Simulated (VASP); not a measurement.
# Cu (Fm-3m) in VASP: a series of runs

Runs on Cu. Level: PBEsol. Tasks: single point.

All numbers are computed with VASP 6.6.1; they aren't measurements. Logs are shortened: lines on timing, memory, paths and dates and some standing lists are left out, and cuts for length are marked.

## Step 1: The cell of the first run

The structure is cubic, space group Fm-3m (No. 225). Conventional cell: a = 3.563 Å, b = 3.563 Å, c = 3.563 Å, α = 90.00°, β = 90.00°, γ = 90.00°. Within 3.3 Å of Cu (site symmetry m-3m) lie 12 Cu at 2.52 Å.

## Step 2: Single point, PBEsol

File INCAR:

```
  PREC = Accurate
  ENCUT = 700
  EDIFF = 1E-6
  ISMEAR = 0
  SIGMA = 0.1
  LREAL = F
  LASPH = T
  NELM = 120
  ALGO = Normal
  ISIF = 2
  LWAVE = F
  LCHARG = F
  GGA = PS
  NBANDS = 26
  GGA_COMPAT = F
```

File KPOINTS:

```
regular mesh
0
Gamma
  20 20 14
```

File POSCAR:

```
Cu
1.0
    1.7817061892      1.7817061892      0.0000000000
   -1.7817061892      1.7817061892      0.0000000000
    0.0000000000      0.0000000000      3.5634123785
Cu
2
Direct
    0.0000000000      0.0000000000      0.0000000000
    0.5000000000      0.5000000000      0.5000000000
```

Potentials or basis: VASP PAW PBE potentials, release 64 (Cu_sv_GW).

The run is started by

```console
cat potpaw_PBE.64/Cu_sv_GW/POTCAR > POTCAR
mpirun -np 1 vasp_std > vasp.out
```

OUTCAR:

```text
PREC = Accurate
   ENCUT = 700
   EDIFF = 1E-6
   ISMEAR = 0
   LREAL = F
   LASPH = T
   NELM = 120
   ISIF = 2
   GGA = PS

 ion  position               nearest neighbor table
   1  0.000  0.000  0.000-   2 2.52   2 2.52   2 2.52   2 2.52   2 2.52   2 2.52   2 2.52   2 2.52

   2  0.500  0.500  0.500-   1 2.52   1 2.52   1 2.52   1 2.52   1 2.52   1 2.52   1 2.52   1 2.52

  LATTYP: Found a simple tetragonal cell.
 ALAT       =     2.5197130569
 C/A-ratio  =     1.4142135624

  Lattice vectors:

 A1 = (   1.7817061892,   1.7817061892,   0.0000000000)
 A2 = (  -1.7817061892,   1.7817061892,   0.0000000000)
 A3 = (   0.0000000000,   0.0000000000,   3.5634123785)

Analysis of symmetry for initial positions (statically):
=====================================================================
 Subroutine PRICEL returns following result:

  LATTYP: Found a face centered cubic cell.
 ALAT       =     3.5634123784

  Lattice vectors:

 A1 = (   0.0000000000,  -1.7817061892,  -1.7817061892)
 A2 = (   1.7817061892,   0.0000000000,  -1.7817061893)
 A3 = (   1.7817061892,  -1.7817061892,   0.0000000000)

   2 primitive cells build up your supercell.

 Routine SETGRP: Setting up the symmetry group for a
 simple tetragonal supercell.

 Subroutine GETGRP returns: Found 16 space group operations
 (whereof 16 operations were pure point group operations)
 out of a pool of 16 trial point group operations.

The static configuration has the point symmetry D_4h.

Analysis of symmetry for dynamics (positions and initial velocities):
=====================================================================
 Subroutine PRICEL returns following result:

  LATTYP: Found a face centered cubic cell.
 ALAT       =     3.5634123784

  Lattice vectors:

 A1 = (   0.0000000000,  -1.7817061892,  -1.7817061892)
 A2 = (   1.7817061892,   0.0000000000,  -1.7817061893)
 A3 = (   1.7817061892,  -1.7817061892,   0.0000000000)

   2 primitive cells build up your supercell.

 Routine SETGRP: Setting up the symmetry group for a
 simple tetragonal supercell.

 Subroutine GETGRP returns: Found 16 space group operations
 (whereof 16 operations were pure point group operations)
 out of a pool of 16 trial point group operations.

The dynamic configuration has the point symmetry D_4h.
[... 89 lines left out ...]
   ISTART =      0    job   : 0-new  1-cont  2-samecut
   ICHARG =      2    charge: 1-file 2-atom 10-const
   ISPIN  =      1    spin polarized calculation?
   LNONCOLLINEAR =      F non collinear calculations
   LSORBIT =      F    spin-orbit coupling
   LASPH  =      T    aspherical Exc in radial PAW
   ENCUT  =  700.0 eV  51.45 Ry    7.17 a.u.   5.44  5.44  7.69*2*pi/ulx,y,z
   NELM   =    120;   NELMIN=  2; NELMDL= -5     # of ELM steps
   EDIFF  = 0.1E-05   stopping-criterion for ELM
   LREAL  =      F    real-space projection
   EDIFFG = 0.1E-04   stopping-criterion for IOM
   NSW    =      0    number of steps for IOM
   IBRION =     -1    ionic relax: 0-MD 1-quasi-New 2-CG
   NFREE  =      0    steps in history (QN), initial steepest desc. (CG)
   ISIF   =      2    stress and relaxation
   ISYM   =      2    0-nonsym 1-usesym 2-fastsym
   POTIM  = 0.5000    time-step for ionic-motion
   TEBEG  =    0.0;   TEEND  =   0.0 temperature during run
   PSTRESS=    0.0 pullay stress
   NELECT =      38.0000    total number of electrons
   NUPDOWN=      -1.0000    fix difference up-down
   EMIN   =  10.00;   EMAX   =-10.00  energy-range for DOS
   EFERMI =   0.00;   METHOD = LEGACY
   ISMEAR =     0;   SIGMA  =   0.10  broadening in eV -4-tet -1-fermi 0-gaus
   EFERMI_NEDOS =   21; number of points for ismear=-14 and -15
   IALGO  =     38    algorithm
   IMIX   =      4    mixing-type and parameters
     AMIX     =   0.40;   BMIX     =  1.00
     AMIX_MAG =   1.60;   BMIX_MAG =  1.00
  volume/ion in A,a.u.               =      11.31        76.34
  Fermi-wavevector in a.u.,A,eV,Ry     =   1.946017  3.677439 51.525016  3.786982
  Thomas-Fermi vector in A             =   2.974591
   LORBIT       =      0    0 simple, 1 ext, 2 COOP (PROOUT), +10 PAW based schemes
   GGA     = PS    functional components
   LHFCALC =     F    Hartree Fock is set to
   AEXX    =    0.0000 exact exchange contribution
   IVDW    =     0    specifies the selected vdW correction
   LEPSILON=     F    determine dielectric tensor
   LRPA    =     F    only Hartree local field effects (RPA)
 non-spin polarized calculation
 Gauss-broadening in eV      SIGMA  =   0.10
  energy-cutoff  :      700.00
  volume of cell :       22.62
 maximum number of plane-waves:       999
 NGX is ok and might be reduce to    24

 number of electron      37.9999974 magnetization

 Free energy of the ion-electron system (eV)
  ---------------------------------------------------
  ext. energy  EPLUGINS =         0.00000000
  ---------------------------------------------------
  free energy    TOTEN  =        -8.77633017 eV

  energy without entropy =       -8.77301547  energy(sigma->0) =       -8.77467282

 E-fermi :   7.9489     XC(G=0): -13.8309

 val. band max:        7.9467586079   @ k =   0.4000   0.2000   0.4286
 cond. band min:       7.9548397446   @ k =   0.3000   0.3000   0.4286
 fundamental gap:      0.0080811368
 Fermi energy:         7.9488607957

 k-point     1 :       0.0000    0.0000    0.0000
  band No.  band energies     occupation
      1    -104.4092      2.00000
      2    -104.3828      2.00000
      3     -61.9918      2.00000
      4     -61.9180      2.00000
      5     -61.9180      2.00000
      6     -61.8730      2.00000
[... 685 lines left out ...]
     25      27.5865      0.00000
     26      30.3239      0.00000

 [... further k-points ...]

------------------------ aborting loop because EDIFF is reached ----------------------------------------

  FORCE on cell =-STRESS in cart. coord.  units (eV):
  Direction    XX          YY          ZZ          XY          YZ          ZX
  --------------------------------------------------------------------------------------
  -------------------------------------------------------------------------------------
  Total       -0.6393861     -0.6393861     -0.6668324      0.0000000      0.0000000      0.0000000
  in kB      -45.2799071    -45.2799071    -47.2235939      0.0000000      0.0000000      0.0000000
  external PRESSURE =     -45.9278027 kB  Pullay stress =       0.0000000 kB

 VOLUME and BASIS-vectors are now :
 -----------------------------------------------------------------------------
  energy-cutoff  :      700.00
  volume of cell :       22.62
      direct lattice vectors                 reciprocal lattice vectors
     1.781706189  1.781706189  0.000000000     0.280629883  0.280629883  0.000000000
    -1.781706189  1.781706189  0.000000000    -0.280629883  0.280629883  0.000000000
     0.000000000  0.000000000  3.563412378     0.000000000  0.000000000  0.280629883

 POSITION                                       TOTAL-FORCE (eV/Angst)
 -----------------------------------------------------------------------------------
      0.00000      0.00000      0.00000        -0.000000     -0.000000      0.000000
      0.00000      1.78171      1.78171         0.000000      0.000000     -0.000000
 -----------------------------------------------------------------------------------
    total drift:                               -0.000000      0.000000     -0.000000

  FREE ENERGIE OF THE ION-ELECTRON SYSTEM (eV)
  ---------------------------------------------------
  free  energy   TOTEN  =        -8.7763301651 eV

  energy  without entropy=       -8.7730154674  energy(sigma->0) =       -8.77467282
```

stdout:

```text
POSCAR found type information on POSCAR Cu
 POSCAR found :  1 types and       2 ions
 scaLAPACK will be used
 -----------------------------------------------------------------------------
|                                                                             |
|                                                                             |
|     You enforced a specific xc type in the INCAR file but a different       |
|     I HOPE YOU KNOW WHAT YOU ARE DOING!                                     |
|                                                                             |
 -----------------------------------------------------------------------------

 LDA part: xc-table for (Slater+PW92), standard interpolation
 POSCAR, INCAR and KPOINTS ok, starting setup
 FFT: planning ... GRIDC
 FFT: planning ... GRID_SOFT
 FFT: planning ... GRID
 WAVECAR not read
 entering main loop
```

Wall time 2.8 min (1 thread of Intel Xeon 6975P-C (Granite Rapids), shared host); peak memory 0.55 GiB.

What came out:

```yaml
Free_energy: -8.7763 eV
Pressure: -4.6 GPa
Band_gap_on_the_k_mesh: zero (bands 19 and 20 overlap by 8.25 eV)
```

Levels at points of the mesh, in eV from the Fermi level:
```csv
k point,band 17,band 18,band 19,band 20,band 21,band 22
"(0.00, 0.00, 0.00)",-1.64,-1.47,-1.47,1.36,7.39,13.32
"(0.50, 0.00, 0.00)",-2.25,-2.25,-0.27,-0.27,9.93,9.93
"(0.50, 0.50, 0.00)",-1.47,-1.47,1.36,1.36,7.39,7.39
"(0.00, 0.00, 0.50)",-2.43,-2.43,-1.94,-1.94,17.49,17.49
"(0.50, 0.00, 0.50)",-1.63,-1.63,-1.22,-1.22,3.95,3.95
"(0.50, 0.50, 0.50)",-1.47,-1.47,6.31,6.31,6.31,6.31
```

Caveat: the cell stands under tension; the PAW data sets were made with another functional, which shifts forces and pressure a little.

## Step 3: Single point, PBEsol

This run uses another cell than the first one: it holds 1 atom, not 2.

File INCAR:

```
SYSTEM = Cu
  ALGO = Normal
  EDIFF = 1E-7
  ENCUT = 520
  GGA = PS
  ISIF = 2
  ISMEAR = 0
  LASPH = .True.
  LCHARG = .False.
  LREAL = .False.
  LWAVE = .False.
  NBANDS = 12
  NELM = 60
  PREC = Accurate
  SIGMA = 0.1
```

File KPOINTS:

```
k-points
0
Gamma
  20 20 20
  0 0 0
```

File POSCAR:

```
Cu
1.0
    0.0000000000      1.7817061892      1.7817061892
    1.7817061892      0.0000000000      1.7817061892
    1.7817061892      1.7817061892      0.0000000000
Cu
1
Direct
    0.0000000000      0.0000000000      0.0000000000
```

Potentials or basis: VASP PAW PBE potentials, release 64 (Cu).

The run is started by

```console
cat potpaw_PBE.64/Cu/POTCAR > POTCAR
mpirun -np 1 vasp_std > vasp.out
```

Run time: 32 s. Hardware: 1 thread of Intel Xeon 8259CL, shared host; peak memory 0.15 GiB.

It converged, with:

```
Free energy            : -4.3099 eV
Pressure               : 0.7 GPa
Band gap on the k mesh : zero (an odd number of electrons rules out a gap without spin polarisation)
```

Levels at points of the mesh, in eV from the Fermi level:
```tsv
k point	band 3	band 4	band 5	band 6	band 7	band 8	band 9	band 10
(0.00, 0.00, 0.00)	-3.13	-3.13	-2.24	-2.24	22.96	25.91	25.91	25.91
(0.50, 0.00, 0.00)	-3.16	-1.63	-1.63	-1.13	3.99	21.43	22.73	22.73
(0.50, 0.50, 0.00)	-1.65	-1.48	-1.48	1.46	7.44	13.40	13.40	18.03
```

Caveat: the PAW data sets were made with another functional, which shifts forces and pressure a little.
